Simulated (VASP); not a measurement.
# Rh (P6_3/mmc) in VASP: notebook

Runs on Rh. Level: r2SCAN. Tasks: single point.

Program: VASP 6.6.1. These are calculated values, not measurements. Logs are shortened: lines on timing, memory, paths and dates and some standing lists are left out, and cuts for length are marked.

## (1) The cell of the first run

The structure is hexagonal, space group P6_3/mmc (No. 194). The conventional cell has a = 2.675 Å, b = 2.675 Å, c = 4.338 Å, α = 90.00°, β = 90.00°, γ = 120.00°. Within 3.5 Å of Rh (site symmetry -6m2) lie 12 Rh at 2.66 to 2.68 Å.

This isn't the form of Rh at room conditions, which is fcc.

## (2) Single point, r2SCAN

The input, POSCAR:

```
Rh
1.0
    2.6752290916      0.0000000000      0.0000000000
   -1.3376150356      2.3168161670      0.0000000000
    0.0000000000      0.0000000000      4.3380863070
Rh
2
Direct
    0.6666666667      0.3333333333      0.7500000000
    0.3333333333      0.6666666667      0.2500000000
```

The input, INCAR.step1:

```
SYSTEM = Rh
PREC = Accurate ; ENCUT = 520
ISMEAR = -1 ; SIGMA = 0.1
LREAL = .FALSE. ; LASPH = .TRUE.
NELM = 100 ; NBANDS = 22
GGA = PE ; ALGO = Normal
EDIFF = 1E-4 ; LWAVE = .TRUE.
LCHARG = .FALSE.
```

The input, INCAR.step2:

```
SYSTEM = Rh
PREC = Accurate ; ENCUT = 520
EDIFF = 1E-6 ; ISMEAR = -1
SIGMA = 0.1 ; LREAL = .FALSE.
LASPH = .TRUE. ; NELM = 100
ALGO = Normal ; ISIF = 2
LWAVE = .FALSE. ; LCHARG = .FALSE.
METAGGA = R2SCAN ; LMIXTAU = .TRUE.
NBANDS = 22 ; ISTART = 1
```

The input, KPOINTS:

```
regular mesh
0
G
  12 12 7
  0 0 0
```

Potentials or basis: VASP PAW PBE potentials, release 64 (Rh_pv).

Run with:

```sh
cat potpaw_PBE.64/Rh_pv/POTCAR > POTCAR
cp INCAR.step1 INCAR
mpirun -np 1 vasp_std > vasp.out
cp INCAR.step2 INCAR
mpirun -np 1 vasp_std > vasp.out
```

OUTCAR:

```text
SYSTEM = Rh
   PREC = Accurate
   ENCUT = 520
   EDIFF = 1E-6
   ISMEAR = -1
   LREAL = .FALSE.
   LASPH = .TRUE.
   NELM = 100
   ISIF = 2
   METAGGA = R2SCAN
   ISTART = 1

 ion  position               nearest neighbor table
   1  0.667  0.333  0.750-   2 2.66   2 2.66   2 2.66   2 2.66   2 2.66   2 2.66
   2  0.333  0.667  0.250-   1 2.66   1 2.66   1 2.66   1 2.66   1 2.66   1 2.66

  LATTYP: Found a hexagonal cell.
 ALAT       =     2.6752290916
 C/A-ratio  =     1.6215756328

  Lattice vectors:

 A1 = (   2.6752290916,   0.0000000000,   0.0000000000)
 A2 = (  -1.3376150356,   2.3168161670,   0.0000000000)
 A3 = (   0.0000000000,   0.0000000000,   4.3380863070)

Analysis of symmetry for initial positions (statically):
=====================================================================
 Subroutine PRICEL returns:
 Original cell was already a primitive cell.

 Routine SETGRP: Setting up the symmetry group for a
 hexagonal supercell.

 Subroutine GETGRP returns: Found 24 space group operations
 (whereof 12 operations were pure point group operations)
 out of a pool of 24 trial point group operations.

The static configuration has the point symmetry D_3d.
 The point group associated with its full space group is D_6h.

Analysis of symmetry for dynamics (positions and initial velocities):
=====================================================================
 Subroutine PRICEL returns:
 Original cell was already a primitive cell.

 Routine SETGRP: Setting up the symmetry group for a
 hexagonal supercell.

 Subroutine GETGRP returns: Found 24 space group operations
 (whereof 12 operations were pure point group operations)
 out of a pool of 24 trial point group operations.

The dynamic configuration has the point symmetry D_3d.
 The point group associated with its full space group is D_6h.

 Subroutine INISYM returns: Found 24 space group operations
 (whereof 12 operations are pure point group operations),
 and found     1 'primitive' translations

----------------------------------------------------------------------------------------

[... 82 lines left out ...]
 SYSTEM =  Rh
   PREC   = accura    normal or accurate (medium, high low for compatibility)
   ISTART =      1    job   : 0-new  1-cont  2-samecut
   ICHARG =      0    charge: 1-file 2-atom 10-const
   ISPIN  =      1    spin polarized calculation?
   LNONCOLLINEAR =      F non collinear calculations
   LSORBIT =      F    spin-orbit coupling
   LASPH  =      T    aspherical Exc in radial PAW
   ENCUT  =  520.0 eV  38.22 Ry    6.18 a.u.   4.97  4.97  8.07*2*pi/ulx,y,z
   NELM   =    100;   NELMIN=  2; NELMDL=  0     # of ELM steps
   EDIFF  = 0.1E-05   stopping-criterion for ELM
   LREAL  =      F    real-space projection
   EDIFFG = 0.1E-04   stopping-criterion for IOM
   NSW    =      0    number of steps for IOM
   IBRION =     -1    ionic relax: 0-MD 1-quasi-New 2-CG
   NFREE  =      0    steps in history (QN), initial steepest desc. (CG)
   ISIF   =      2    stress and relaxation
   ISYM   =      2    0-nonsym 1-usesym 2-fastsym
   POTIM  = 0.5000    time-step for ionic-motion
   TEBEG  =    0.0;   TEEND  =   0.0 temperature during run
   PSTRESS=    0.0 pullay stress
   NELECT =      30.0000    total number of electrons
   NUPDOWN=      -1.0000    fix difference up-down
   EMIN   =  10.00;   EMAX   =-10.00  energy-range for DOS
   EFERMI =   0.00;   METHOD = LEGACY
   ISMEAR =    -1;   SIGMA  =   0.10  broadening in eV -4-tet -1-fermi 0-gaus
   EFERMI_NEDOS =   21; number of points for ismear=-14 and -15
   IALGO  =     38    algorithm
   IMIX   =      4    mixing-type and parameters
     AMIX     =   0.40;   BMIX     =  1.00
     AMIX_MAG =   1.60;   BMIX_MAG =  1.00
  volume/ion in A,a.u.               =      13.44        90.72
  Fermi-wavevector in a.u.,A,eV,Ry     =   1.697976  3.208710 39.227285  2.883124
  Thomas-Fermi vector in A             =   2.778560
   LORBIT       =      0    0 simple, 1 ext, 2 COOP (PROOUT), +10 PAW based schemes
   METAGGA = R2SCAN    functional components
   LHFCALC =     F    Hartree Fock is set to
   AEXX    =    0.0000 exact exchange contribution
   IVDW    =     0    specifies the selected vdW correction
   LEPSILON=     F    determine dielectric tensor
   LRPA    =     F    only Hartree local field effects (RPA)
 non-spin polarized calculation
  energy-cutoff  :      520.00
  volume of cell :       26.89
 maximum number of plane-waves:       744
 NGX is ok and might be reduce to    20
   NGX =  9   NGY =  9   NGZ = 17

 number of electron      30.0000000 magnetization

 Free energy of the ion-electron system (eV)
  ---------------------------------------------------
  ext. energy  EPLUGINS =         0.00000000
  ---------------------------------------------------
  free energy    TOTEN  =       -48.21482878 eV

  energy without entropy =      -48.11432455  energy(sigma->0) =      -48.16457667

 E-fermi :  12.2541     XC(G=0): -15.3748

 val. band max:       12.2487931905   @ k =   0.1667   0.1667   0.4286
 cond. band min:      12.2577654221   @ k =   0.4167   0.1667   0.1429
 fundamental gap:      0.0089722316
 Fermi energy:        12.2541302140

 k-point     1 :       0.0000    0.0000    0.0000
  band No.  band energies     occupation
      1     -36.5240      2.00000
      2     -35.7692      2.00000
      3     -35.7692      2.00000
      4     -35.6588      2.00000
      5     -35.6473      2.00000
      6     -35.6473      2.00000
[... 589 lines left out ...]
     21      28.6946      0.00000
     22      28.7649      0.00000

 [... further k-points ...]

------------------------ aborting loop because EDIFF is reached ----------------------------------------

  FORCE on cell =-STRESS in cart. coord.  units (eV):
  Direction    XX          YY          ZZ          XY          YZ          ZX
  --------------------------------------------------------------------------------------
  -------------------------------------------------------------------------------------
  Total        1.5398245      1.5398243      1.3425186     -0.0000003     -0.0000000      0.0000000
  in kB       91.7552806     91.7552658     79.9981876     -0.0000194     -0.0000000      0.0000000
  external PRESSURE =      87.8362447 kB  Pullay stress =       0.0000000 kB

 VOLUME and BASIS-vectors are now :
 -----------------------------------------------------------------------------
  energy-cutoff  :      520.00
  volume of cell :       26.89
      direct lattice vectors                 reciprocal lattice vectors
     2.675229092  0.000000000  0.000000000     0.373799763  0.215813490  0.000000000
    -1.337615036  2.316816167  0.000000000     0.000000000  0.431626822  0.000000000
     0.000000000  0.000000000  4.338086307     0.000000000  0.000000000  0.230516391

 POSITION                                       TOTAL-FORCE (eV/Angst)
 -----------------------------------------------------------------------------------
      1.33761      0.77227      3.25356         0.000000      0.000000      0.000000
     -0.00000      1.54454      1.08452        -0.000000      0.000000      0.000000
 -----------------------------------------------------------------------------------
    total drift:                               -0.000000      0.000000     -0.000000

  FREE ENERGIE OF THE ION-ELECTRON SYSTEM (eV)
  ---------------------------------------------------
  free  energy   TOTEN  =       -48.2148287842 eV

  energy  without entropy=      -48.1143245472  energy(sigma->0) =      -48.16457667
```

OUTCAR.step1:

```text
SYSTEM = Rh
   PREC = Accurate
   ENCUT = 520
   ISMEAR = -1
   LREAL = .FALSE.
   LASPH = .TRUE.
[... 824 lines left out ...]
      1.33761      0.77227      3.25356         0.000000      0.000000      0.000000
     -0.00000      1.54454      1.08452        -0.000000      0.000000      0.000000
 -----------------------------------------------------------------------------------
    total drift:                               -0.000000      0.000000     -0.000000

  FREE ENERGIE OF THE ION-ELECTRON SYSTEM (eV)
  ---------------------------------------------------
  free  energy   TOTEN  =       -14.4402223299 eV

  energy  without entropy=      -14.3368072702  energy(sigma->0) =      -14.38851480
```

Wall time 3.3 min (1 thread of Intel Xeon 8259CL, shared host); peak memory 0.17 GiB.

What came out:

| Item | Value |
| --- | --- |
| Free energy | -48.2148 eV |
| Pressure | 8.8 GPa |
| Band gap on the k mesh | zero (bands 15 and 16 overlap by 2.56 eV) |

Stress tensor (GPa, compression positive):
```
9.18 0.00 0.00
0.00 9.18 0.00
0.00 0.00 8.00
```

Caveat: the cell stands under pressure; the PAW data sets were made with another functional, which shifts forces and pressure a little.

## (3) Single point, r2SCAN

This run uses another cell than the first one, of 13.73 Å³/atom.

The input, POSCAR:

```
Rh
1.0
    2.6940693538      0.0000000000      0.0000000000
   -1.3470351702      2.3331323113      0.0000000000
    0.0000000000      0.0000000000      4.3686372171
Rh
2
Direct
    0.6666666667      0.3333333333      0.7500000000
    0.3333333333      0.6666666667      0.2500000000
```

The input, INCAR.step1:

```
SYSTEM = Rh
PREC = Accurate
ENCUT = 520
ISMEAR = -1
SIGMA = 0.1
LREAL = .False.
LASPH = .True.
NELM = 60
NBANDS = 22
GGA = PE
ALGO = Normal
EDIFF = 1E-4
LWAVE = .True.
LCHARG = .False.
```

The input, INCAR.step2:

```
SYSTEM = Rh
PREC = Accurate
ENCUT = 520
EDIFF = 1E-7
ISMEAR = -1
SIGMA = 0.1
LREAL = .False.
LASPH = .True.
NELM = 60
ALGO = Normal
ISIF = 2
LWAVE = .False.
LCHARG = .True.
METAGGA = R2SCAN
LMIXTAU = .True.
LELF = .True.
LVHAR = .True.
NBANDS = 22
ISTART = 1
```

The input, KPOINTS:

```
Automatic mesh
0
Gamma
  12 12 7
  0 0 0
```

Potentials or basis: VASP PAW PBE potentials, release 64 (Rh_pv).

Run with:

```sh
cat potpaw_PBE.64/Rh_pv/POTCAR > POTCAR
cp INCAR.step1 INCAR
mpirun -np 1 vasp_std > vasp.out
cp INCAR.step2 INCAR
mpirun -np 1 vasp_std > vasp.out
```

Wall time 3.5 min (1 thread of Intel Xeon 8259CL, shared host); peak memory 0.17 GiB.

It converged, with:

```
Free energy            : -48.2348 eV
Pressure               : 2.4 GPa
Band gap on the k mesh : zero (bands 15 and 16 overlap by 2.47 eV)
```

Stress tensor (GPa, compression positive):
```
2.80 0.00 0.00
0.00 2.80 0.00
0.00 0.00 1.50
```

Levels at points of the mesh, in eV from the Fermi level:
| k point | band 11 | band 12 | band 13 | band 14 | band 15 | band 16 | band 17 | band 18 | band 19 | band 20 |
| --- | --- | --- | --- | --- | --- | --- | --- | --- | --- | --- |
| (0.00, 0.00, 0.00) | -3.15 | -2.62 | -2.62 | -1.98 | -1.98 | 0.14 | 0.14 | 0.85 | 9.06 | 16.67 |
| (0.50, 0.00, 0.00) | -2.83 | -2.32 | -2.17 | 0.46 | 0.64 | 0.77 | 3.22 | 5.45 | 10.92 | 11.33 |

Caveat: the PAW data sets were made with another functional, which shifts forces and pressure a little.

## (4) Single point, r2SCAN

This run uses another cell than the first one, of 14.02 Å³/atom.

The input, POSCAR:

```
Rh
1.0
    2.7126497296      0.0000000000      0.0000000000
   -1.3563253614      2.3492233875      0.0000000000
    0.0000000000      0.0000000000      4.3987667018
Rh
2
Direct
    0.6666666667      0.3333333333      0.7500000000
    0.3333333333      0.6666666667      0.2500000000
```

The input, INCAR.step1:

```
SYSTEM = Rh
PREC = Accurate
ENCUT = 520
ISMEAR = -1
SIGMA = 0.1
LREAL = .FALSE.
LASPH = .TRUE.
NELM = 60
NBANDS = 22
GGA = PE
ALGO = Normal
EDIFF = 1E-4
LWAVE = .TRUE.
LCHARG = .FALSE.
```

The input, INCAR.step2:

```
SYSTEM = Rh
PREC = Accurate
ENCUT = 520
EDIFF = 1E-6
ISMEAR = -1
SIGMA = 0.1
LREAL = .FALSE.
LASPH = .TRUE.
NELM = 60
ALGO = Normal
ISIF = 2
LWAVE = .FALSE.
LCHARG = .FALSE.
METAGGA = R2SCAN
LMIXTAU = .TRUE.
NBANDS = 22
ISTART = 1
```

The input, KPOINTS:

```
Automatic mesh
0
G
  12 12 7
  0 0 0
```

Run with:

```sh
cat potpaw_PBE.64/Rh_pv/POTCAR > POTCAR
cp INCAR.step1 INCAR
mpirun -np 1 vasp_std > vasp.out
cp INCAR.step2 INCAR
mpirun -np 1 vasp_std > vasp.out
```

Wall time 3.6 min (1 thread of Intel Xeon 8259CL, shared host); peak memory 0.17 GiB.

It converged, with:

| Quantity | Value |
| --- | --- |
| Free energy | -48.2333 eV |
| Pressure | -3.3 GPa |
| Band gap on the k mesh | zero (bands 15 and 16 overlap by 2.39 eV) |

Stress tensor (GPa, compression positive):
```
-2.84  0.00  0.00
 0.00 -2.84  0.00
 0.00  0.00 -4.22
```

Levels at points of the mesh, in eV from the Fermi level:
```
           k point  band 11  band 12  band 13  band 14  band 15  band 16  band 17  band 18  band 19  band 20
(0.00, 0.00, 0.00)    -3.05    -2.53    -2.53    -1.91    -1.91     0.14     0.14     0.88     8.85    16.67
(0.50, 0.00, 0.00)    -2.74    -2.25    -2.10     0.44     0.62     0.74     3.15     5.34    10.76    11.16
```

Caveat: the cell stands under tension; the PAW data sets were made with another functional, which shifts forces and pressure a little.

## (5) Single point, r2SCAN

This run uses another cell than the first one, of 14.30 Å³/atom.

The input, POSCAR:

```
Rh
1.0
    2.7309790000      0.0000000000      0.0000000000
   -1.3654900000      2.3650970000      0.0000000000
    0.0000000000      0.0000000000      4.4284890000
Rh
2
Direct
    0.6666666667      0.3333333333      0.7500000000
    0.3333333333      0.6666666667      0.2500000000
```

The input, INCAR.step1:

```
SYSTEM = Rh
PREC = Accurate
ENCUT = 520
ISMEAR = -1
SIGMA = 0.1
LREAL = .False.
LASPH = .True.
NELM = 80
NBANDS = 22
GGA = PE
ALGO = Normal
EDIFF = 1E-4
LWAVE = .True.
LCHARG = .False.
```

The input, INCAR.step2:

```
SYSTEM = Rh
PREC = Accurate
ENCUT = 520
EDIFF = 1E-6
ISMEAR = -1
SIGMA = 0.1
LREAL = .False.
LASPH = .True.
NELM = 80
ALGO = Normal
ISIF = 2
LWAVE = .False.
LCHARG = .True.
METAGGA = R2SCAN
LMIXTAU = .True.
LELF = .True.
LVHAR = .True.
NBANDS = 22
ISTART = 1
```

The input, KPOINTS:

```
Automatic mesh
0
Gamma
  12 12 7
  0 0 0
```

Run with:

```sh
cat potpaw_PBE.64/Rh_pv/POTCAR > POTCAR
cp INCAR.step1 INCAR
mpirun -np 1 vasp_std > vasp.out
cp INCAR.step2 INCAR
mpirun -np 1 vasp_std > vasp.out
```

Wall time 3.7 min (1 thread of Intel Xeon 8259CL, shared host); peak memory 0.17 GiB.

It converged, with:

| Property | Result |
| --- | --- |
| Free energy | -48.2128 eV |
| Pressure | -8.3 GPa |
| Band gap on the k mesh | zero (bands 15 and 16 overlap by 2.31 eV) |

Stress tensor (GPa, compression positive):
```
-7.78  0.00  0.00
 0.00 -7.78  0.00
 0.00  0.00 -9.24
```

Levels at points of the mesh, in eV from the Fermi level:
| k point | band 12 | band 13 | band 14 | band 15 | band 16 | band 17 | band 18 | band 19 |
| --- | --- | --- | --- | --- | --- | --- | --- | --- |
| (0.00, 0.00, 0.00) | -2.45 | -2.45 | -1.85 | -1.85 | 0.14 | 0.14 | 0.91 | 8.64 |
| (0.50, 0.00, 0.00) | -2.18 | -2.03 | 0.43 | 0.59 | 0.72 | 3.09 | 5.23 | 10.60 |

Caveat: the cell stands under tension; the PAW data sets were made with another functional, which shifts forces and pressure a little.

## (6) Single point, r2SCAN

This run uses another cell than the first one, of 14.59 Å³/atom.

The input, POSCAR:

```
Rh
1.0
    2.7490654807      0.0000000000      0.0000000000
   -1.3745332437      2.3807603505      0.0000000000
    0.0000000000      0.0000000000      4.4578175964
Rh
2
Direct
    0.6666666667      0.3333333333      0.7500000000
    0.3333333333      0.6666666667      0.2500000000
```

The input, INCAR.step1:

```
SYSTEM = Rh
PREC = Accurate ; ENCUT = 520
ISMEAR = -1 ; SIGMA = 0.1
LREAL = .False. ; LASPH = .True.
NELM = 80 ; NBANDS = 22
GGA = PE ; ALGO = Normal
EDIFF = 1E-4 ; LWAVE = .True.
LCHARG = .False.
```

The input, INCAR.step2:

```
SYSTEM = Rh
PREC = Accurate ; ENCUT = 520
EDIFF = 1E-6 ; ISMEAR = -1
SIGMA = 0.1 ; LREAL = .False.
LASPH = .True. ; NELM = 80
ALGO = Normal ; ISIF = 2
LWAVE = .False. ; LCHARG = .False.
METAGGA = R2SCAN ; LMIXTAU = .True.
NBANDS = 22 ; ISTART = 1
```

The input, KPOINTS:

```
regular mesh
0
Gamma
  12 12 7
  0 0 0
```

Potentials or basis: VASP PAW PBE potentials, release 64 (Rh_pv).

Run with:

```sh
cat potpaw_PBE.64/Rh_pv/POTCAR > POTCAR
cp INCAR.step1 INCAR
mpirun -np 1 vasp_std > vasp.out
cp INCAR.step2 INCAR
mpirun -np 1 vasp_std > vasp.out
```

Run time: 3 min. Hardware: 1 thread of Intel Xeon 8259CL, shared host; peak memory 0.17 GiB.

The run converged. Its results:

```
Free energy            : -48.1757 eV
Pressure               : -12.6 GPa
Band gap on the k mesh : zero (bands 15 and 16 overlap by 2.23 eV)
```

Stress tensor (GPa, compression positive):
```
-12.11   0.00   0.00
  0.00 -12.11   0.00
  0.00   0.00 -13.65
```

Levels at points of the mesh, in eV from the Fermi level:
| k point | band 13 | band 14 | band 15 | band 16 | band 17 | band 18 |
| --- | --- | --- | --- | --- | --- | --- |
| (0.00, 0.00, 0.00) | -2.38 | -1.80 | -1.80 | 0.13 | 0.13 | 0.94 |
| (0.50, 0.00, 0.00) | -1.96 | 0.41 | 0.57 | 0.69 | 3.04 | 5.13 |

Caveat: the cell stands under tension; the PAW data sets were made with another functional, which shifts forces and pressure a little.

## (7) Overview

```csv
cell,gap on the mesh (eV),pressure (GPa)
"a = 2.675, b = 2.675, c = 4.338 Å, angles 90.0, 90.0, 120.0°, 2 atoms",none,8.8
"a = 2.694, b = 2.694, c = 4.369 Å, angles 90.0, 90.0, 120.0°, 2 atoms",none,2.4
"a = 2.713, b = 2.713, c = 4.399 Å, angles 90.0, 90.0, 120.0°, 2 atoms",none,-3.3
"a = 2.731, b = 2.731, c = 4.428 Å, angles 90.0, 90.0, 120.0°, 2 atoms",none,-8.3
"a = 2.749, b = 2.749, c = 4.458 Å, angles 90.0, 90.0, 120.0°, 2 atoms",none,-12.6
```

Alike in all rows: task single point; level r2SCAN; potentials or basis VASP PAW PBE potentials, release 64 (Rh_pv); no spin polarisation; k mesh 12 × 12 × 7; cutoff (eV) 520; smearing fermi-dirac 0.1 eV.

Caveats: the PAW data sets were made with another functional, which shifts forces and pressure a little; the cell stands under tension (at least some runs); the cell stands under pressure (at least some runs).

Absolute energies hang on the potentials; compare differences alone.
